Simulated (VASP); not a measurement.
CdS, 4 atoms in the cell. Symmetry: P6_3mc, No. 186, hexagonal system. Conventional cell: a = 4.135 Å, b = 4.135 Å, c = 6.884 Å, α = 90.00°, β = 90.00°, γ = 120.00°. Cd (site symmetry 3m) has 4 S at 2.52 to 2.65 Å within 3.3 Å. S (site symmetry 3m) has 4 Cd at 2.52 to 2.65 Å within 3.3 Å.  This cell differs from its parent crystal: zz strain of +2 %.

- Program: VASP 6.6.1
- Task: single point
- Functional: PBEsol
- Potentials or basis: VASP PAW PBE potentials, release 64 (Cd, S)
- Cutoff: 520 eV
- k mesh: 7 × 7 × 4
- Occupations: fermi-dirac, width 0.01 eV
- Spin: no spin polarisation
- Dipole correction: no
- Further INCAR settings: ALGO = Normal; EDIFF = 1e-06; NBANDS = 26

Potentials or basis: VASP PAW PBE potentials, release 64 (Cd, S).

The run is started by

```bash
$ cat potpaw_PBE.64/Cd/POTCAR potpaw_PBE.64/S/POTCAR > POTCAR
$ mpirun -np 1 vasp_std > vasp.out
```

Hardware: 1 thread of Intel Xeon 8259CL, on a shared host.

**Question.** Estimate the wall time of this run.

**Answer.** Run time: 100 s on 1 thread of Intel Xeon 8259CL, on a shared host, peak memory 0.25 GiB. Counts: scf iterations 14, k points 24.
